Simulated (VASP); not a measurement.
# ZnAu (Amm2) in VASP: a series of runs

ZnAu is run at these levels: PBEsol; tasks: single point.

Program: VASP 6.6.1. These are calculated values, not measurements. Logs are shortened: lines on timing, memory, paths and dates and some standing lists are left out, and cuts for length are marked.

### 1 The cell of the first run

It takes space group Amm2 (No. 38, orthorhombic). Conventional cell: a = 3.147 Å, b = 4.451 Å, c = 4.451 Å, α = 90.00°, β = 90.00°, γ = 90.00°. Zn (site symmetry mm2) has 8 Au at 2.49 to 2.98 Å and 6 Zn at 3.15 Å within 3.3 Å. Within 3.3 Å of Au (site symmetry mm2) lie 8 Zn at 2.49 to 2.98 Å and 6 Au at 3.15 Å.

### 2 Single point, PBEsol (all Au atoms moved -0.300 Å, as atom 2 along Cartesian [1 -1 0])

Input file INCAR:

```
SYSTEM = ZnAu
ALGO = Fast
EDIFF = 1E-6
ENCUT = 520
GGA = PS
ISIF = 2
ISMEAR = 0
LASPH = .TRUE.
LCHARG = .FALSE.
LREAL = .FALSE.
LWAVE = .FALSE.
NBANDS = 18
NELM = 100
PREC = Accurate
SIGMA = 0.15
```

Input file KPOINTS:

```
k-points
0
G
  16 16 16
  0 0 0
```

Input file POSCAR:

```
ZnAu
1.0
    3.1470000000      0.0000000000      0.0000000000
    0.0000000000      3.1470000000      0.0000000000
    0.0000000000      0.0000000000      3.1470000000
Zn Au
1 1
Direct
    0.5000000000      0.5000000000      0.5000000000
   -0.0674077008      0.0674077008      0.0000000000
```

Potentials or basis: VASP PAW PBE potentials, release 64 (Zn, Au).

Launch:

```
$ cat potpaw_PBE.64/Zn/POTCAR potpaw_PBE.64/Au/POTCAR > POTCAR
$ mpirun -np 1 vasp_std > vasp.out
```

OUTCAR:

```text
SYSTEM = ZnAu
   EDIFF = 1E-6
   ENCUT = 520
   GGA = PS
   ISIF = 2
   ISMEAR = 0
   LASPH = .TRUE.
   LREAL = .FALSE.
   NELM = 100
   PREC = Accurate

 ion  position               nearest neighbor table
   1  0.500  0.500  0.500-   2 2.49   2 2.49   2 2.74   2 2.74   2 2.74   2 2.74   2 2.98   2 2.98

   2  0.933  0.067  0.000-   1 2.49   1 2.49   1 2.74   1 2.74   1 2.74   1 2.74   1 2.98   1 2.98

  LATTYP: Found a simple cubic cell.
 ALAT       =     3.1470000000

  Lattice vectors:

 A1 = (   3.1470000000,   0.0000000000,   0.0000000000)
 A2 = (   0.0000000000,   3.1470000000,   0.0000000000)
 A3 = (   0.0000000000,   0.0000000000,   3.1470000000)

Analysis of symmetry for initial positions (statically):
=====================================================================
 Subroutine PRICEL returns:
 Original cell was already a primitive cell.

 Routine SETGRP: Setting up the symmetry group for a
 simple cubic supercell.

 Subroutine GETGRP returns: Found  4 space group operations
 (whereof  4 operations were pure point group operations)
 out of a pool of 48 trial point group operations.

The static configuration has the point symmetry C_2v.

Analysis of symmetry for dynamics (positions and initial velocities):
=====================================================================
 Subroutine PRICEL returns:
 Original cell was already a primitive cell.

 Routine SETGRP: Setting up the symmetry group for a
 simple cubic supercell.

 Subroutine GETGRP returns: Found  4 space group operations
 (whereof  4 operations were pure point group operations)
 out of a pool of 48 trial point group operations.

The dynamic configuration has the point symmetry C_2v.

 Subroutine INISYM returns: Found  4 space group operations
 (whereof  4 operations are pure point group operations),
 and found     1 'primitive' translations

----------------------------------------------------------------------------------------

                                     Primitive cell

  volume of cell :      31.1667

  direct lattice vectors                    reciprocal lattice vectors
     3.147000000  0.000000000  0.000000000     0.317762949  0.000000000  0.000000000
     0.000000000  3.147000000  0.000000000     0.000000000  0.317762949  0.000000000
     0.000000000  0.000000000  3.147000000     0.000000000  0.000000000  0.317762949

  length of vectors
     3.147000000  3.147000000  3.147000000     0.317762949  0.317762949  0.317762949

  position of ions in fractional coordinates (direct lattice)
     0.500000000  0.500000000  0.500000000
     0.932592299  0.067407701  0.000000000

  ion indices of the primitive-cell ions
   primitive index   ion index
                 1           1
                 2           2

----------------------------------------------------------------------------------------

 KPOINTS: k-points

Automatic generation of k-mesh.
 Grid dimensions read from file:
 generate k-points for:   16   16   16

 Generating k-lattice:

  Cartesian coordinates                     Fractional coordinates (reciprocal lattice)
     0.019860184  0.000000000  0.000000000     0.062500000  0.000000000  0.000000000
     0.000000000  0.019860184  0.000000000     0.000000000  0.062500000  0.000000000
     0.000000000  0.000000000  0.019860184     0.000000000  0.000000000  0.062500000

  Length of vectors
     0.019860184  0.019860184  0.019860184

  Shift w.r.t. Gamma in fractional coordinates (k-lattice)
     0.000000000  0.000000000  0.000000000

 Subroutine IBZKPT returns following result:
 ===========================================

 Found    657 irreducible k-points:

 Following reciprocal coordinates:
            Coordinates               Weight
  0.000000  0.000000  0.000000      1.000000
  0.062500  0.000000  0.000000      4.000000
  0.000000  0.000000  0.062500      2.000000
  0.125000  0.000000  0.000000      4.000000
  0.000000  0.000000  0.125000      2.000000
  0.187500  0.000000  0.000000      4.000000
[... 16 lines left out ...]
  0.062500  0.000000  0.125000      8.000000
 -0.062500  0.125000  0.000000      4.000000
 [... further k-points ...]
   k-points           NKPTS =    657   k-points in BZ     NKDIM =    657   number of bands    NBANDS=     18
   number of dos      NEDOS =    301   number of ions     NIONS =      2
   total plane-waves  NPLWV =  13824
   dimension x,y,z NGX =    24 NGY =   24 NGZ =   24
   dimension x,y,z NGXF=    48 NGYF=   48 NGZF=   48
   ions per type =               1   1
   NGX,Y,Z   is equivalent  to a cutoff of  12.68, 12.68, 12.68 a.u.
   NGXF,Y,Z  is equivalent  to a cutoff of  25.36, 25.36, 25.36 a.u.
 SYSTEM =  ZnAu
   PREC   = accura    normal or accurate (medium, high low for compatibility)
   ISTART =      0    job   : 0-new  1-cont  2-samecut
   ICHARG =      2    charge: 1-file 2-atom 10-const
   ISPIN  =      1    spin polarized calculation?
   LNONCOLLINEAR =      F non collinear calculations
   LSORBIT =      F    spin-orbit coupling
   LASPH  =      T    aspherical Exc in radial PAW
   ENCUT  =  520.0 eV  38.22 Ry    6.18 a.u.   5.85  5.85  5.85*2*pi/ulx,y,z
   NELM   =    100;   NELMIN=  2; NELMDL= -5     # of ELM steps
   EDIFF  = 0.1E-05   stopping-criterion for ELM
   LREAL  =      F    real-space projection
   EDIFFG = 0.1E-04   stopping-criterion for IOM
   NSW    =      0    number of steps for IOM
   IBRION =     -1    ionic relax: 0-MD 1-quasi-New 2-CG
   NFREE  =      0    steps in history (QN), initial steepest desc. (CG)
   ISIF   =      2    stress and relaxation
   ISYM   =      2    0-nonsym 1-usesym 2-fastsym
   POTIM  = 0.5000    time-step for ionic-motion
   TEBEG  =    0.0;   TEEND  =   0.0 temperature during run
   PSTRESS=    0.0 pullay stress
   NELECT =      23.0000    total number of electrons
   NUPDOWN=      -1.0000    fix difference up-down
   EMIN   =  10.00;   EMAX   =-10.00  energy-range for DOS
   EFERMI =   0.00;   METHOD = LEGACY
   ISMEAR =     0;   SIGMA  =   0.15  broadening in eV -4-tet -1-fermi 0-gaus
   EFERMI_NEDOS =   21; number of points for ismear=-14 and -15
   IALGO  =     68    algorithm
   IMIX   =      4    mixing-type and parameters
     AMIX     =   0.40;   BMIX     =  1.00
     AMIX_MAG =   1.60;   BMIX_MAG =  1.00
  volume/ion in A,a.u.               =      15.58       105.16
  Fermi-wavevector in a.u.,A,eV,Ry     =   1.479406  2.795672 29.778283  2.188642
  Thomas-Fermi vector in A             =   2.593568
   LORBIT       =      0    0 simple, 1 ext, 2 COOP (PROOUT), +10 PAW based schemes
   GGA     = PS    functional components
   LHFCALC =     F    Hartree Fock is set to
   AEXX    =    0.0000 exact exchange contribution
   IVDW    =     0    specifies the selected vdW correction
   LEPSILON=     F    determine dielectric tensor
   LRPA    =     F    only Hartree local field effects (RPA)
 non-spin polarized calculation
 RMM-DIIS sequential band-by-band and
 Gauss-broadening in eV      SIGMA  =   0.15
  energy-cutoff  :      520.00
  volume of cell :       31.17
 maximum number of plane-waves:       862
   NGX = 11   NGY = 11   NGZ = 11

 number of electron      22.9999997 magnetization

 Free energy of the ion-electron system (eV)
  ---------------------------------------------------
  ext. energy  EPLUGINS =         0.00000000
  ---------------------------------------------------
  free energy    TOTEN  =        -5.77887468 eV

  energy without entropy =       -5.77383646  energy(sigma->0) =       -5.77635557

 E-fermi :   6.9045     XC(G=0): -12.5118

 val. band max:        6.8855607112   @ k =   0.4375   0.3125   0.2500
 cond. band min:       6.9071743187   @ k =  -0.3125   0.4375   0.2500
 fundamental gap:      0.0216136075
 Fermi energy:         6.9044677967

 k-point     1 :       0.0000    0.0000    0.0000
  band No.  band energies     occupation
      1      -3.7682      2.00000
      2      -1.2767      2.00000
      3      -1.1866      2.00000
      4      -0.6313      2.00000
      5      -0.4846      2.00000
      6      -0.4498      2.00000
[... 10 lines left out ...]
     17      18.9866      0.00000
     18      25.2910      0.00000

 k-point     2 :       0.0625    0.0000    0.0000
  band No.  band energies     occupation
      1      -3.6995      2.00000
      2      -1.2622      2.00000
      3      -1.1682      2.00000
      4      -0.6299      2.00000
      5      -0.4858      2.00000
      6      -0.4491      2.00000
[... 10 lines left out ...]
     17      19.1528      0.00000
     18      25.2584      0.00000

 k-point     3 :       0.0000    0.0000    0.0625
  band No.  band energies     occupation
      1      -3.6981      2.00000
      2      -1.2537      2.00000
      3      -1.1773      2.00000
      4      -0.6322      2.00000
      5      -0.4820      2.00000
      6      -0.4515      2.00000
[... 10 lines left out ...]
     17      19.3337      0.00000
     18      25.2422      0.00000

 k-point     4 :       0.1250    0.0000    0.0000
  band No.  band energies     occupation
      1      -3.4958      2.00000
      2      -1.2223      2.00000
      3      -1.1139      2.00000
      4      -0.6263      2.00000
      5      -0.4893      2.00000
      6      -0.4467      2.00000
[... 375 lines left out ...]
      4      -0.6295      2.00000
      5      -0.4946      2.00000
      6      -0.4429      2.00000
[... 10 lines left out ...]
     17      20.1391      0.00000
     18      24.4555      0.00000

 k-point    23 :       0.0625    0.0000    0.1250
  band No.  band energies     occupation
      1      -3.4231      2.00000
      2      -1.1744      2.00000
      3      -1.1325      2.00000
      4      -0.6354      2.00000
      5      -0.4865      2.00000
      6      -0.4483      2.00000
[... 10 lines left out ...]
     17      20.3654      0.00000
     18      24.4733      0.00000

 k-point    24 :      -0.0625    0.1250    0.0000
  band No.  band energies     occupation
      1      -3.4268      2.00000
      2      -1.2109      2.00000
      3      -1.0916      2.00000
      4      -0.5989      2.00000
      5      -0.4851      2.00000
      6      -0.4751      2.00000
[... 10 lines left out ...]
     17      20.1138      0.00000
     18      24.9360      0.00000

 [... further k-points ...]

------------------------ aborting loop because EDIFF is reached ----------------------------------------

  FORCE on cell =-STRESS in cart. coord.  units (eV):
  Direction    XX          YY          ZZ          XY          YZ          ZX
  --------------------------------------------------------------------------------------
  -------------------------------------------------------------------------------------
  Total        0.3519805      0.3519805      0.8314044     -0.8543520      0.0000000      0.0000000
  in kB       18.0941815     18.0941815     42.7398193    -43.9194806      0.0000000      0.0000000
  external PRESSURE =      26.3093941 kB  Pullay stress =       0.0000000 kB

 VOLUME and BASIS-vectors are now :
 -----------------------------------------------------------------------------
  energy-cutoff  :      520.00
  volume of cell :       31.17
      direct lattice vectors                 reciprocal lattice vectors
     3.147000000  0.000000000  0.000000000     0.317762949  0.000000000  0.000000000
     0.000000000  3.147000000  0.000000000     0.000000000  0.317762949  0.000000000
     0.000000000  0.000000000  3.147000000     0.000000000  0.000000000  0.317762949

 POSITION                                       TOTAL-FORCE (eV/Angst)
 -----------------------------------------------------------------------------------
      1.57350      1.57350      1.57350        -0.930642      0.930642      0.000000
      2.93487      0.21213      0.00000         0.930642     -0.930642      0.000000
 -----------------------------------------------------------------------------------
    total drift:                                0.001117     -0.001117     -0.000000

  FREE ENERGIE OF THE ION-ELECTRON SYSTEM (eV)
  ---------------------------------------------------
  free  energy   TOTEN  =        -5.7788746842 eV

  energy  without entropy=       -5.7738364591  energy(sigma->0) =       -5.77635557
```

Run time: 2.4 min. Hardware: 1 thread of Intel Xeon 6975P-C, shared host; peak memory 0.47 GiB.

What came out:

| Property | Result |
| --- | --- |
| Free energy | -5.7789 eV |
| Pressure | 2.6 GPa |
| Largest force | 1.316 eV/Å |

Forces on the atoms (eV/Å):
```
Zn  -0.931  0.931  0.000
Au   0.931 -0.931  0.000
```

Levels at points of the mesh, in eV from the Fermi level:
```csv
k point,band 8,band 9,band 10,band 11,band 12,band 13,band 14,band 15,band 16,band 17
"(0.00, 0.00, 0.00)",-5.42,-3.82,-3.81,-3.73,5.00,5.19,5.27,8.65,11.84,12.08
"(0.50, 0.00, 0.00)",-5.45,-4.91,-4.75,-3.84,-2.36,9.51,10.44,10.61,11.22,11.98
"(0.00, 0.00, 0.50)",-5.64,-4.77,-4.71,-3.82,-2.44,9.41,10.01,10.64,11.07,12.22
"(0.50, 0.50, 0.00)",-4.09,-4.09,-3.18,-2.01,-1.95,0.79,2.50,10.58,12.66,12.87
"(0.00, 0.50, 0.50)",-4.21,-4.16,-3.20,-2.01,-1.92,0.82,2.50,10.70,12.87,12.88
"(0.50, 0.50, 0.50)",-6.43,-3.15,-3.13,1.46,3.26,3.27,3.59,3.74,5.91,6.45
```

Caveat: the cell differs from its parent crystal (all Au atoms moved -0.300 Å, as atom 2 along Cartesian [1 -1 0]); the PAW data sets were made with another functional, which shifts forces and pressure a little; spin-orbit coupling is left out, which moves the levels of the heavy elements.

### 3 Single point, PBEsol (all Au atoms moved +0.225 Å, as atom 2 along Cartesian [1 -1 0])

Input file INCAR:

```
PREC = Accurate ; ENCUT = 520
EDIFF = 1E-7 ; ISMEAR = 0
SIGMA = 0.15 ; LREAL = False
LASPH = True ; NELM = 60
ALGO = Fast ; ISIF = 2
LWAVE = False ; LCHARG = False
GGA = PS ; NBANDS = 18
```

Input file KPOINTS:

```
regular mesh
0
Gamma
  16 16 16
```

POSCAR: that of step 2 with these lines changed.

```diff
@@ -9,2 +9,2 @@
     0.5000000000      0.5000000000      0.5000000000
-   -0.0674077008      0.0674077008      0.0000000000
+    0.0505557756     -0.0505557756      0.0000000000
```

Potentials or basis: VASP PAW PBE potentials, release 64 (Zn, Au).

Launch:

```
$ cat potpaw_PBE.64/Zn/POTCAR potpaw_PBE.64/Au/POTCAR > POTCAR
$ mpirun -np 1 vasp_std > vasp.out
```

It took 2.6 min on 1 thread of Intel Xeon 6975P-C, shared host; peak memory 0.47 GiB.

The run converged. Its results:

- Free energy: -5.8609 eV
- Pressure: 0.5 GPa
- Largest force: 0.889 eV/Å

Forces in eV/Å, atoms in the order of the input:
```
Zn   0.629 -0.629  0.000
Au  -0.629  0.629  0.000
```

Stress tensor (GPa, compression positive):
```
 0.06 -2.47  0.00
-2.47  0.06  0.00
 0.00  0.00  1.32
```

Levels at points of the mesh, in eV from the Fermi level:
```
           k point  band 10  band 11  band 12  band 13  band 14  band 15
(0.00, 0.00, 0.00)    -3.77    -3.72     4.99     5.10     5.14     8.73
(0.50, 0.00, 0.00)    -4.81    -3.85    -2.36     9.82    10.61    10.69
(0.00, 0.00, 0.50)    -4.78    -3.84    -2.40     9.72    10.30    10.80
(0.50, 0.50, 0.00)    -3.16    -2.00    -1.97     0.82     2.50    10.50
(0.00, 0.50, 0.50)    -3.16    -2.00    -1.95     0.83     2.51    10.58
(0.50, 0.50, 0.50)    -3.11     1.44     3.44     3.44     3.59     3.74
```

Caveat: the cell differs from its parent crystal (all Au atoms moved +0.225 Å, as atom 2 along Cartesian [1 -1 0]); the PAW data sets were made with another functional, which shifts forces and pressure a little; spin-orbit coupling is left out, which moves the levels of the heavy elements.

[end of part 1 of 2]
